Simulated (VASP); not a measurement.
# Al (Fm-3m) in VASP: further runs

The runs below take Al through single point, relaxation of volume and atoms at fixed shape, with LDA.

All numbers are computed with VASP 6.6.1; they aren't measurements. Logs are shortened: lines on timing, memory, paths and dates and some standing lists are left out, and cuts for length are marked.

### 1 The cell of the first run

It takes space group Fm-3m (No. 225, cubic). The conventional cell has a = 3.991 Å, b = 3.991 Å, c = 3.991 Å, α = 90.00°, β = 90.00°, γ = 90.00°. Al (site symmetry m-3m) has 12 Al at 2.82 Å within 3.7 Å.

### 2 Single point, LDA

Contents of INCAR:

```
SYSTEM = Al
ALGO = Normal
EDIFF = 1E-6
ENCUT = 520
ISIF = 2
ISMEAR = 1
LASPH = .TRUE.
LCHARG = .FALSE.
LREAL = .FALSE.
LWAVE = .FALSE.
NBANDS = 8
NELM = 60
PREC = Accurate
SIGMA = 0.05
```

Contents of KPOINTS:

```
k-points
0
G
  9 9 9
  0 0 0
```

Contents of POSCAR:

```
Al
1.0
    2.8218465125      0.0000000000      0.0000000000
    1.4109232562      2.4437907654      0.0000000000
    1.4109232562      0.8145969218      2.3040280293
Al
1
Direct
    0.0000000000      0.0000000000      0.0000000000
```

Potentials or basis: VASP PAW LDA potentials, release 64 (Al).

On the command line:

```bash
cat potpaw_LDA.64/Al/POTCAR > POTCAR
mpirun -np 1 vasp_std > vasp.out
```

OUTCAR:

```text
SYSTEM = Al
   EDIFF = 1E-6
   ENCUT = 520
   ISIF = 2
   ISMEAR = 1
   LASPH = .TRUE.
   LREAL = .FALSE.
   NELM = 60
   PREC = Accurate

 ion  position               nearest neighbor table
   1  0.000  0.000  0.000-

  LATTYP: Found a face centered cubic cell.
 ALAT       =     3.9906936089

  Lattice vectors:

 A1 = (   2.8218465125,   0.0000000000,   0.0000000000)
 A2 = (   1.4109232562,   2.4437907654,   0.0000000000)
 A3 = (   1.4109232562,   0.8145969218,   2.3040280293)

Analysis of symmetry for initial positions (statically):
=====================================================================
 Subroutine PRICEL returns:
 Original cell was already a primitive cell.

 Routine SETGRP: Setting up the symmetry group for a
 face centered cubic supercell.

 Subroutine GETGRP returns: Found 48 space group operations
 (whereof 48 operations were pure point group operations)
 out of a pool of 48 trial point group operations.

The static configuration has the point symmetry O_h .

Analysis of symmetry for dynamics (positions and initial velocities):
=====================================================================
 Subroutine PRICEL returns:
 Original cell was already a primitive cell.

 Routine SETGRP: Setting up the symmetry group for a
 face centered cubic supercell.

 Subroutine GETGRP returns: Found 48 space group operations
 (whereof 48 operations were pure point group operations)
 out of a pool of 48 trial point group operations.

The dynamic configuration has the point symmetry O_h .

 Subroutine INISYM returns: Found 48 space group operations
 (whereof 48 operations are pure point group operations),
 and found     1 'primitive' translations

----------------------------------------------------------------------------------------

                                     Primitive cell

  volume of cell :      15.8886

  direct lattice vectors                    reciprocal lattice vectors
     2.821846513  0.000000000  0.000000000     0.354377885 -0.204600168 -0.144674166
     1.410923256  2.443790765  0.000000000     0.000000000  0.409200335 -0.144674166
     1.410923256  0.814596922  2.304028029     0.000000000  0.000000000  0.434022498

  length of vectors
     2.821846513  2.821846512  2.821846512     0.434022498  0.434022498  0.434022498

  position of ions in fractional coordinates (direct lattice)
[... 73 lines left out ...]
   LSORBIT =      F    spin-orbit coupling
   LASPH  =      T    aspherical Exc in radial PAW
   ENCUT  =  520.0 eV  38.22 Ry    6.18 a.u.   5.25  5.25  5.25*2*pi/ulx,y,z
   NELM   =     60;   NELMIN=  2; NELMDL= -5     # of ELM steps
   EDIFF  = 0.1E-05   stopping-criterion for ELM
   LREAL  =      F    real-space projection
   EDIFFG = 0.1E-04   stopping-criterion for IOM
   NSW    =      0    number of steps for IOM
   IBRION =     -1    ionic relax: 0-MD 1-quasi-New 2-CG
   NFREE  =      0    steps in history (QN), initial steepest desc. (CG)
   ISIF   =      2    stress and relaxation
   ISYM   =      2    0-nonsym 1-usesym 2-fastsym
   POTIM  = 0.5000    time-step for ionic-motion
   TEBEG  =    0.0;   TEEND  =   0.0 temperature during run
   PSTRESS=    0.0 pullay stress
   NELECT =       3.0000    total number of electrons
   NUPDOWN=      -1.0000    fix difference up-down
   EMIN   =  10.00;   EMAX   =-10.00  energy-range for DOS
   EFERMI =   0.00;   METHOD = LEGACY
   ISMEAR =     1;   SIGMA  =   0.05  broadening in eV -4-tet -1-fermi 0-gaus
   EFERMI_NEDOS =   21; number of points for ismear=-14 and -15
   IALGO  =     38    algorithm
   IMIX   =      4    mixing-type and parameters
     AMIX     =   0.40;   BMIX     =  1.00
     AMIX_MAG =   1.60;   BMIX_MAG =  1.00
  volume/ion in A,a.u.               =      15.89       107.22
  Fermi-wavevector in a.u.,A,eV,Ry     =   0.939190  1.774812 12.001402  0.882078
  Thomas-Fermi vector in A             =   2.066477
   LORBIT       =      0    0 simple, 1 ext, 2 COOP (PROOUT), +10 PAW based schemes
   GGA     = CA    functional components
   LHFCALC =     F    Hartree Fock is set to
   AEXX    =    0.0000 exact exchange contribution
   IVDW    =     0    specifies the selected vdW correction
   LEPSILON=     F    determine dielectric tensor
   LRPA    =     F    only Hartree local field effects (RPA)
 non-spin polarized calculation
 Methfessel and Paxton  Order N= 1 SIGMA  =   0.05
  energy-cutoff  :      520.00
  volume of cell :       15.89
 maximum number of plane-waves:       440
 NGX is ok and might be reduce to    24
   NGX = 11   NGY = 11   NGZ = 11

 number of electron       3.0000000 magnetization

 Free energy of the ion-electron system (eV)
  ---------------------------------------------------
  ext. energy  EPLUGINS =         0.00000000
  ---------------------------------------------------
  free energy    TOTEN  =        -4.15945685 eV

  energy without entropy =       -4.15868640  energy(sigma->0) =       -4.15920004

 E-fermi :   8.1774     XC(G=0): -10.4833

 val. band max:        8.0540670265   @ k =   0.4444   0.4444   0.0000
 cond. band min:       8.1894800837   @ k =  -0.4444   0.3333   0.1111
 fundamental gap:      0.1354130572
 Fermi energy:         8.1773934240

 k-point     1 :       0.0000    0.0000    0.0000
  band No.  band energies     occupation
      1      -3.1732      2.00000
      2      20.9669      0.00000
      3      20.9669      0.00000
      4      20.9669      0.00000
      5      22.5804      0.00000
      6      22.5804      0.00000
      7      22.5804      0.00000
      8      25.0791      0.00000
[... 243 lines left out ...]
 k-point    24 :       0.4444    0.4444    0.0000
  band No.  band energies     occupation
      1       3.9110      2.00000
      2       8.0541      2.00269
      3      13.6072      0.00000
      4      13.9970      0.00000
      5      13.9970      0.00000
      6      17.6076      0.00000
      7      33.4393      0.00000
      8      35.0389      0.00000

 [... further k-points ...]
[... 5 lines left out ...]
  --------------------------------------------------------------------------------------
  -------------------------------------------------------------------------------------
  Total        0.0086429      0.0086429      0.0086429     -0.0000000     -0.0000000     -0.0000000
  in kB        0.8715319      0.8715319      0.8715319     -0.0000000     -0.0000000     -0.0000000
  external PRESSURE =       0.8715319 kB  Pullay stress =       0.0000000 kB

 VOLUME and BASIS-vectors are now :
 -----------------------------------------------------------------------------
  energy-cutoff  :      520.00
  volume of cell :       15.89
      direct lattice vectors                 reciprocal lattice vectors
     2.821846513  0.000000000  0.000000000     0.354377885 -0.204600168 -0.144674166
     1.410923256  2.443790765  0.000000000     0.000000000  0.409200335 -0.144674166
     1.410923256  0.814596922  2.304028029     0.000000000  0.000000000  0.434022498

 POSITION                                       TOTAL-FORCE (eV/Angst)
 -----------------------------------------------------------------------------------
      0.00000      0.00000      0.00000         0.000000     -0.000000      0.000000
 -----------------------------------------------------------------------------------
    total drift:                                0.000000     -0.000000     -0.000000

  FREE ENERGIE OF THE ION-ELECTRON SYSTEM (eV)
  ---------------------------------------------------
  free  energy   TOTEN  =        -4.1594568528 eV

  energy  without entropy=       -4.1586864021  energy(sigma->0) =       -4.15920004
```

OSZICAR:

```text
N       E                     dE             d eps       ncg     rms          rms(c)
DAV:   1    -0.242807697503E+01   -0.24281E+01   -0.97495E+02   568   0.216E+02
DAV:   2    -0.417929774764E+01   -0.17512E+01   -0.16325E+01   784   0.200E+01
DAV:   3    -0.418855344231E+01   -0.92557E-02   -0.92557E-02   696   0.158E+00
DAV:   4    -0.418857020211E+01   -0.16760E-04   -0.16760E-04   880   0.720E-02
DAV:   5    -0.418857022500E+01   -0.22889E-07   -0.23512E-07   680   0.149E-03    0.143E+00
DAV:   6    -0.417094895075E+01    0.17621E-01   -0.22868E-03   792   0.190E-01    0.802E-01
DAV:   7    -0.415948012527E+01    0.11469E-01   -0.57863E-03   728   0.299E-01    0.166E-01
DAV:   8    -0.415945707039E+01    0.23055E-04   -0.17830E-05   824   0.271E-02    0.157E-02
DAV:   9    -0.415945685275E+01    0.21764E-06   -0.12777E-07   768   0.176E-03
   1 F= -.41594569E+01 E0= -.41592000E+01  d E =-.770451E-03
```

Wall time 3.4 s (1 thread of Intel Xeon 6975P-C, shared host); peak memory 0.12 GiB.

What came out:

- Free energy: -4.1595 eV
- Pressure: 0.1 GPa

Levels at points of the mesh, in eV from the Fermi level:
| k point | band 1 | band 2 | band 3 | band 4 | band 5 |
| --- | --- | --- | --- | --- | --- |
| (0.00, 0.00, 0.00) | -11.35 | 12.79 | 12.79 | 12.79 | 14.40 |

### 3 Relaxation of volume and atoms at fixed shape, LDA

This run uses another cell than the first one, of 16.60 Å³/atom, 1.045 times its volume.

Contents of INCAR:

```
SYSTEM = Al
PREC = Accurate
ENCUT = 600
EDIFF = 1E-6
ISMEAR = 1
SIGMA = 0.05
LREAL = .FALSE.
LASPH = .TRUE.
NELM = 60
ALGO = Normal
ISIF = 8
LWAVE = .FALSE.
LCHARG = .FALSE.
GGA = CA
IBRION = 2
NSW = 80
EDIFFG = -0.01
```

Contents of KPOINTS:

```
Automatic mesh
0
G
  9 9 9
  0 0 0
```

Contents of POSCAR:

```
Al
1.0
    2.8635070000      0.0000000000      0.0000000000
    1.4317535000      2.4798698059      0.0000000000
    1.4317535000      0.8266232686      2.3380436750
Al
1
Direct
    0.0000000000      0.0000000000      0.0000000000
```

Potentials or basis: VASP PAW LDA potentials, release 64 (Al).

On the command line:

```bash
cat potpaw_LDA.64/Al/POTCAR > POTCAR
mpirun -np 1 vasp_std > vasp.out
```

Run time: 6.9 s. Hardware: 1 thread of Intel Xeon 6975P-C, shared host; peak memory 0.12 GiB.

The run converged. Its results:

| Item | Value |
| --- | --- |
| Free energy | -4.1595 eV |
| Relaxed volume | 15.90 Å³/atom |
| Relaxed cell | a = 2.823 Å, b = 2.823 Å, c = 2.823 Å, α = 60.00°, β = 60.00°, γ = 60.00° |
| Space group after relaxing (to 0.05 Å) | Fm-3m (No. 225) |
| Energy gained by relaxing | 7.7 meV/atom |
| Ionic steps | 3 |
| Pressure after relaxing | 0.0 GPa |

The path:
```tsv
step	energy change (eV)	largest force (eV/Å)	pressure (GPa)	volume (Å³)
1	0.0000	0.0000	-3.38	16.60
2	-0.0074	0.0000	0.72	15.78
3	-0.0077	0.0000	0.01	15.90
```

Final structure:
```
Al
1.0
     2.82277    0.00000    0.00000
     1.41138    2.44459    0.00000
     1.41138    0.81486    2.30478
Al
1
Cartesian
  0.0000 0.0000 0.0000
```

Levels at points of the mesh, in eV from the Fermi level:
| k point | band 1 | band 2 | band 3 | band 4 |
| --- | --- | --- | --- | --- |
| (0.00, 0.00, 0.00) | -11.34 | 12.78 | 12.78 | 12.78 |
